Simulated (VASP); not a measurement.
# Ag (Fm-3m) in VASP: further runs

Ag is run at these levels: r2SCAN; tasks: single point, relaxation of cell and atoms.

Program: VASP 6.6.1. These are calculated values, not measurements. Logs are shortened: lines on timing, memory, paths and dates and some standing lists are left out, and cuts for length are marked.

### 1 The cell of the first run

Symmetry: Fm-3m, No. 225, cubic system. The conventional cell has a = 4.132 Å, b = 4.132 Å, c = 4.132 Å, α = 90.00°, β = 90.00°, γ = 90.00°. Ag (site symmetry m-3m) has 12 Ag at 2.92 Å within 3.8 Å.

### 2 Single point, r2SCAN

The input, POSCAR:

```
Ag
1.0
    0.0000000000      2.0659681294      2.0659681294
    2.0659681294      0.0000000000      2.0659681294
    2.0659681294      2.0659681294      0.0000000000
Ag
1
Direct
    0.0000000000      0.0000000000      0.0000000000
```

The input, INCAR.step1:

```
  ALGO = Normal
  EDIFF = 1E-4
  ENCUT = 520
  GGA = PE
  ISMEAR = 0
  LASPH = True
  LCHARG = False
  LREAL = False
  LWAVE = True
  NBANDS = 12
  NELM = 80
  PREC = Accurate
  SIGMA = 0.1
```

The input, INCAR.step2:

```
  ALGO = Normal
  EDIFF = 1E-6
  ENCUT = 520
  ISIF = 2
  ISMEAR = 0
  ISTART = 1
  LASPH = True
  LCHARG = False
  LMIXTAU = True
  LREAL = False
  LWAVE = False
  METAGGA = R2SCAN
  NBANDS = 12
  NELM = 80
  PREC = Accurate
  SIGMA = 0.1
```

The input, KPOINTS:

```
k-points
0
Gamma
  18 18 18
```

Potentials or basis: VASP PAW PBE potentials, release 64 (Ag).

Run with:

```bash
cat potpaw_PBE.64/Ag/POTCAR > POTCAR
cp INCAR.step1 INCAR
mpirun -np 1 vasp_std > vasp.out
cp INCAR.step2 INCAR
mpirun -np 1 vasp_std > vasp.out
```

OUTCAR:

```text
EDIFF = 1E-6
   ENCUT = 520
   ISIF = 2
   ISMEAR = 0
   ISTART = 1
   LASPH = True
   LREAL = False
   METAGGA = R2SCAN
   NELM = 80
   PREC = Accurate

 ion  position               nearest neighbor table
   1  0.000  0.000  0.000-

  LATTYP: Found a face centered cubic cell.
 ALAT       =     4.1319362588

  Lattice vectors:

 A1 = (   0.0000000000,   2.0659681294,   2.0659681294)
 A2 = (   2.0659681294,   0.0000000000,   2.0659681294)
 A3 = (   2.0659681294,   2.0659681294,   0.0000000000)

Analysis of symmetry for initial positions (statically):
=====================================================================
 Subroutine PRICEL returns:
 Original cell was already a primitive cell.

 Routine SETGRP: Setting up the symmetry group for a
 face centered cubic supercell.

 Subroutine GETGRP returns: Found 48 space group operations
 (whereof 48 operations were pure point group operations)
 out of a pool of 48 trial point group operations.

The static configuration has the point symmetry O_h .

Analysis of symmetry for dynamics (positions and initial velocities):
=====================================================================
 Subroutine PRICEL returns:
 Original cell was already a primitive cell.

 Routine SETGRP: Setting up the symmetry group for a
 face centered cubic supercell.

 Subroutine GETGRP returns: Found 48 space group operations
 (whereof 48 operations were pure point group operations)
 out of a pool of 48 trial point group operations.

The dynamic configuration has the point symmetry O_h .

 Subroutine INISYM returns: Found 48 space group operations
 (whereof 48 operations are pure point group operations),
 and found     1 'primitive' translations

----------------------------------------------------------------------------------------

                                     Primitive cell

  volume of cell :      17.6360

  direct lattice vectors                    reciprocal lattice vectors
     0.000000000  2.065968129  2.065968129    -0.242017286  0.242017286  0.242017286
     2.065968129  0.000000000  2.065968129     0.242017286 -0.242017286  0.242017286
     2.065968129  2.065968129  0.000000000     0.242017286  0.242017286 -0.242017286

  length of vectors
     2.921720148  2.921720148  2.921720148     0.419186236  0.419186236  0.419186236

  position of ions in fractional coordinates (direct lattice)
     0.000000000  0.000000000  0.000000000

  ion indices of the primitive-cell ions
   primitive index   ion index
                 1           1

----------------------------------------------------------------------------------------

 KPOINTS: k-points

Automatic generation of k-mesh.
 Grid dimensions read from file:
 generate k-points for:   18   18   18

 Generating k-lattice:

  Cartesian coordinates                     Fractional coordinates (reciprocal lattice)
    -0.013445405  0.013445405  0.013445405     0.055555556  0.000000000  0.000000000
     0.013445405 -0.013445405  0.013445405     0.000000000  0.055555556  0.000000000
     0.013445405  0.013445405 -0.013445405     0.000000000  0.000000000  0.055555556

  Length of vectors
     0.023288124  0.023288124  0.023288124

  Shift w.r.t. Gamma in fractional coordinates (k-lattice)
     0.000000000  0.000000000  0.000000000

 Subroutine IBZKPT returns following result:
 ===========================================

 Found    195 irreducible k-points:

 Following reciprocal coordinates:
            Coordinates               Weight
  0.000000  0.000000  0.000000      1.000000
  0.055556  0.000000  0.000000      8.000000
  0.111111  0.000000  0.000000      8.000000
  0.166667  0.000000  0.000000      8.000000
  0.222222  0.000000  0.000000      8.000000
  0.277778  0.000000  0.000000      8.000000
[... 16 lines left out ...]
 -0.277778  0.055556  0.000000     24.000000
 -0.222222  0.055556  0.000000     24.000000
 [... further k-points ...]
   k-points           NKPTS =    195   k-points in BZ     NKDIM =    195   number of bands    NBANDS=     12
   number of dos      NEDOS =    301   number of ions     NIONS =      1
   total plane-waves  NPLWV =  13824
   dimension x,y,z NGX =    24 NGY =   24 NGZ =   24
   dimension x,y,z NGXF=    48 NGYF=   48 NGZF=   48
   ions per type =               1
   NGX,Y,Z   is equivalent  to a cutoff of  13.66, 13.66, 13.66 a.u.
   NGXF,Y,Z  is equivalent  to a cutoff of  27.31, 27.31, 27.31 a.u.
 SYSTEM =  unknown system
   PREC   = accura    normal or accurate (medium, high low for compatibility)
   ISTART =      1    job   : 0-new  1-cont  2-samecut
   ICHARG =      0    charge: 1-file 2-atom 10-const
   ISPIN  =      1    spin polarized calculation?
   LNONCOLLINEAR =      F non collinear calculations
   LSORBIT =      F    spin-orbit coupling
   LASPH  =      T    aspherical Exc in radial PAW
   ENCUT  =  520.0 eV  38.22 Ry    6.18 a.u.   5.43  5.43  5.43*2*pi/ulx,y,z
   NELM   =     80;   NELMIN=  2; NELMDL=  0     # of ELM steps
   EDIFF  = 0.1E-05   stopping-criterion for ELM
   LREAL  =      F    real-space projection
[... 7 lines left out ...]
   TEBEG  =    0.0;   TEEND  =   0.0 temperature during run
   PSTRESS=    0.0 pullay stress
   NELECT =      11.0000    total number of electrons
   NUPDOWN=      -1.0000    fix difference up-down
   EMIN   =  10.00;   EMAX   =-10.00  energy-range for DOS
   EFERMI =   0.00;   METHOD = LEGACY
   ISMEAR =     0;   SIGMA  =   0.10  broadening in eV -4-tet -1-fermi 0-gaus
   EFERMI_NEDOS =   21; number of points for ismear=-14 and -15
   IALGO  =     38    algorithm
   IMIX   =      4    mixing-type and parameters
     AMIX     =   0.40;   BMIX     =  1.00
     AMIX_MAG =   1.60;   BMIX_MAG =  1.00
  volume/ion in A,a.u.               =      17.64       119.01
  Fermi-wavevector in a.u.,A,eV,Ry     =   1.398746  2.643246 26.619658  1.956490
  Thomas-Fermi vector in A             =   2.521873
   LORBIT       =      0    0 simple, 1 ext, 2 COOP (PROOUT), +10 PAW based schemes
   METAGGA = R2SCAN    functional components
   LHFCALC =     F    Hartree Fock is set to
   AEXX    =    0.0000 exact exchange contribution
   IVDW    =     0    specifies the selected vdW correction
   LEPSILON=     F    determine dielectric tensor
   LRPA    =     F    only Hartree local field effects (RPA)
 non-spin polarized calculation
 Gauss-broadening in eV      SIGMA  =   0.10
  energy-cutoff  :      520.00
  volume of cell :       17.64
 maximum number of plane-waves:       531
 NGX is ok and might be reduce to    24
   NGX = 11   NGY = 11   NGZ = 11

 number of electron      10.9999999 magnetization

 Free energy of the ion-electron system (eV)
  ---------------------------------------------------
  ext. energy  EPLUGINS =         0.00000000
  ---------------------------------------------------
  free energy    TOTEN  =       -21.35887630 eV

  energy without entropy =      -21.35779107  energy(sigma->0) =      -21.35833368

 E-fermi :   7.9458     XC(G=0): -12.7353

 val. band max:        7.9131861799   @ k =   0.4444   0.3333   0.0000
 cond. band min:       8.0512169699   @ k =   0.5000   0.3333   0.1111
 fundamental gap:      0.1380307900
 Fermi energy:         7.9458376365

 k-point     1 :       0.0000    0.0000    0.0000
  band No.  band energies     occupation
      1       0.2687      2.00000
      2       2.9552      2.00000
      3       2.9552      2.00000
      4       2.9552      2.00000
      5       3.9383      2.00000
      6       3.9383      2.00000
      7      24.5391      0.00000
      8      28.0553      0.00000
      9      28.0553      0.00000
     10      28.0553      0.00000
     11      32.9346      0.00000
     12      33.7691      0.00000

 k-point     2 :       0.0556    0.0000    0.0000
  band No.  band energies     occupation
      1       0.3659      2.00000
      2       2.9342      2.00000
      3       2.9814      2.00000
      4       2.9814      2.00000
      5       3.9286      2.00000
      6       3.9286      2.00000
      7      24.5426      0.00000
      8      27.1768      0.00000
      9      28.0802      0.00000
     10      28.0802      0.00000
     11      32.9389      0.00000
     12      33.6897      0.00000

 k-point     3 :       0.1111    0.0000    0.0000
  band No.  band energies     occupation
      1       0.6459      2.00000
      2       2.8872      2.00000
      3       3.0494      2.00000
      4       3.0494      2.00000
      5       3.9096      2.00000
      6       3.9096      2.00000
      7      24.1780      0.00000
      8      25.7942      0.00000
      9      28.1330      0.00000
     10      28.1330      0.00000
     11      32.1044      0.00000
     12      33.3801      0.00000
[... 286 lines left out ...]
 k-point    23 :      -0.2778    0.0556    0.0000
  band No.  band energies     occupation
      1       1.6922      2.00000
      2       3.0828      2.00000
      3       3.1389      2.00000
      4       3.7010      2.00000
      5       4.0848      2.00000
      6       4.6415      2.00000
      7      17.4964      0.00000
      8      24.3298      0.00000
      9      26.4177      0.00000
     10      28.7859      0.00000
     11      30.7109      0.00000
     12      30.8441      0.00000

 k-point    24 :      -0.2222    0.0556    0.0000
  band No.  band energies     occupation
      1       1.6119      2.00000
      2       3.0197      2.00000
      3       3.1894      2.00000
      4       3.2470      2.00000
      5       3.8994      2.00000
      6       4.2688      2.00000
      7      19.6937      0.00000
      8      24.6251      0.00000
      9      26.9708      0.00000
     10      29.4736      0.00000
     11      30.2390      0.00000
     12      31.1700      0.00000

 [... further k-points ...]
[... 5 lines left out ...]
  --------------------------------------------------------------------------------------
  -------------------------------------------------------------------------------------
  Total       -0.2085389     -0.2085389     -0.2085389      0.0000000      0.0000000     -0.0000000
  in kB      -18.9450980    -18.9450980    -18.9450980      0.0000000      0.0000000     -0.0000000
  external PRESSURE =     -18.9450980 kB  Pullay stress =       0.0000000 kB

 VOLUME and BASIS-vectors are now :
 -----------------------------------------------------------------------------
  energy-cutoff  :      520.00
  volume of cell :       17.64
      direct lattice vectors                 reciprocal lattice vectors
     0.000000000  2.065968129  2.065968129    -0.242017286  0.242017286  0.242017286
     2.065968129  0.000000000  2.065968129     0.242017286 -0.242017286  0.242017286
     2.065968129  2.065968129  0.000000000     0.242017286  0.242017286 -0.242017286

 POSITION                                       TOTAL-FORCE (eV/Angst)
 -----------------------------------------------------------------------------------
      0.00000      0.00000      0.00000         0.000000      0.000000      0.000000
 -----------------------------------------------------------------------------------
    total drift:                               -0.000000      0.000000      0.000000

  FREE ENERGIE OF THE ION-ELECTRON SYSTEM (eV)
  ---------------------------------------------------
  free  energy   TOTEN  =       -21.3588762994 eV

  energy  without entropy=      -21.3577910651  energy(sigma->0) =      -21.35833368
```

Run time: 2.3 min. Hardware: 1 thread of AMD EPYC 7R13 (Zen 3), shared host; peak memory 0.15 GiB.

Results:

| Property | Result |
| --- | --- |
| Free energy | -21.3589 eV |
| Pressure | -1.9 GPa |
| Band gap on the k mesh | zero (an odd number of electrons rules out a gap without spin polarisation) |

Caveat: the PAW data sets were made with another functional, which shifts forces and pressure a little.

### 3 Relaxation of cell and atoms, r2SCAN, target pressure 40 GPa, at which the enthalpy is minimised

This run uses another cell than the first one, of 13.98 Å³/atom.

The input, POSCAR:

```
Ag
1.0
    0.0000000000      1.9121314636      1.9121314636
    1.9121314636      0.0000000000      1.9121314636
    1.9121314636      1.9121314636      0.0000000000
Ag
1
Direct
    0.0000000000      0.0000000000      0.0000000000
```

The input, INCAR.step1:

```
  PREC = Accurate
  ENCUT = 600
  ISMEAR = 0
  SIGMA = 0.1
  LREAL = False
  LASPH = True
  NELM = 100
  GGA = PE
  ALGO = Normal
  EDIFF = 1E-4
  LWAVE = True
  LCHARG = False
```

The input, INCAR.step2:

```
  PREC = Accurate
  ENCUT = 600
  EDIFF = 1E-7
  ISMEAR = 0
  SIGMA = 0.1
  LREAL = False
  LASPH = True
  NELM = 100
  ALGO = Normal
  ISIF = 3
  LWAVE = False
  LCHARG = False
  METAGGA = R2SCAN
  LMIXTAU = True
  IBRION = 2
  NSW = 70
  EDIFFG = -0.008
  PSTRESS = 400.0
  ISTART = 1
```

The input, KPOINTS:

```
regular mesh
0
Gamma
  18 18 18
```

Potentials or basis: VASP PAW PBE potentials, release 64 (Ag).

Run with:

```bash
cat potpaw_PBE.64/Ag/POTCAR > POTCAR
cp INCAR.step1 INCAR
mpirun -np 1 vasp_std > vasp.out
cp INCAR.step2 INCAR
mpirun -np 1 vasp_std > vasp.out
```

Run time: 5.1 min. Hardware: 1 thread of AMD EPYC 7R13 (Zen 3), shared host; peak memory 0.14 GiB.

The run converged. Its results:

```
Free energy                                                : -21.0343 eV
Relaxed volume                                             : 14.03 Å³/atom
Relaxed cell                                               : a = 2.707 Å, b = 2.707 Å, c = 2.707 Å, α = 60.00°, β = 60.00°, γ = 60.00°
Space group after relaxing (to 0.1 Å)                      : Fm-3m (No. 225)
Energy change on relaxing (the run minimises the enthalpy) : -12.0 meV/atom
Ionic steps                                                : 3
Pressure after relaxing                                    : 40.0 GPa
Band gap on the k mesh                                     : zero (an odd number of electrons rules out a gap without spin polarisation)
```

The path:
| step | energy change (eV) | largest force (eV/Å) | pressure (GPa) | volume (Å³) |
| --- | --- | --- | --- | --- |
| 1 | 0.0000 | 0.0000 | 41.06 | 13.98 |
| 2 | -0.0456 | 0.0000 | 37.07 | 14.17 |
| 3 | -0.0120 | 0.0000 | 40.02 | 14.03 |

Final structure:
```
CELL_PARAMETERS angstrom
0.00000 1.91430 1.91430
1.91430 0.00000 1.91430
1.91430 1.91430 0.00000
ATOMIC_POSITIONS crystal
Ag 0.00000 0.00000 0.00000
```

Levels at points of the mesh, in eV from the Fermi level:
```
           k point  band 4  band 5  band 6  band 7  band 8  band 9
(0.00, 0.00, 0.00)   -6.03   -4.55   -4.55   16.93   21.91   21.91
(0.50, 0.00, 0.00)   -3.41   -3.41   -0.97    4.96   16.20   20.74
(0.50, 0.50, 0.00)   -3.10   -3.10    1.51    8.68   12.19   12.19
```

Caveat: the cell is relaxed towards a set pressure, so the run minimises the enthalpy, not the energy; the PAW data sets were made with another functional, which shifts forces and pressure a little.

The gap in the log of VASP goes by the Fermi energy; the results here count the filled bands.